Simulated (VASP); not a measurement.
Wanted: the native input for a VASP 6.6.1 run.

| Item | Value |
| --- | --- |
| Task | single point |
| Functional | LDA |
| Potentials or basis | VASP PAW LDA potentials, release 64 (Pt) |
| Cutoff | 520 eV |
| k mesh | 3 × 3 × 3 |
| Occupations | fermi-dirac, width 0.1 eV |
| Spin | no spin polarisation |
| Dipole correction | no |
| Further INCAR settings | ALGO = Normal; EDIFF = 1e-06; NBANDS = 11 |

The structure of Pt lies in POSCAR:

```
Pt
1.0
   -1.5842200000      1.5842200000      1.5842200000
    1.5842200000     -1.5842200000      1.5842200000
    1.5842200000      1.5842200000     -1.5842200000
Pt
1
Direct
    0.0000000000      0.0000000000      0.0000000000
```

One way to write it, as run:

INCAR

```
ALGO     = Normal         # electronic algorithm
EDIFF    = 1E-6           # SCF threshold, eV
ENCUT    = 520            # plane-wave cutoff, eV
GGA      = CA             # functional
ISIF     = 2              # what is computed and relaxed
ISMEAR   = -1             # smearing method
LASPH    = True           # aspherical terms in the spheres
LCHARG   = False          # write CHGCAR
LREAL    = False          # projectors in reciprocal space
LWAVE    = False          # write WAVECAR
NBANDS   = 11             # bands
NELM     = 60             # most SCF steps
PREC     = Accurate       # precision mode
SIGMA    = 0.1            # smearing width, eV
```

KPOINTS

```
k-points
0
Gamma
  3 3 3
```

Potentials or basis: VASP PAW LDA potentials, release 64 (Pt).

The run is started by

```bash
$ cat potpaw_LDA.64/Pt/POTCAR > POTCAR
$ mpirun -np 1 vasp_std > vasp.out
```

It gave:

- Pressure: -3.2 GPa
- Band gap on the k mesh: zero (band 5 reaches 9.25 eV, above the bottom of band 6 at 8.94 eV)

Caveat: the k points lie up to 0.93 Å⁻¹ apart; spin-orbit coupling is left out, which moves the levels of the heavy elements.

It took 1.5 s on 1 thread of Intel(R) Xeon(R) Platinum 8375C CPU @ 2.90GHz (Ice Lake), on a shared host, peak memory 0.11 GiB.
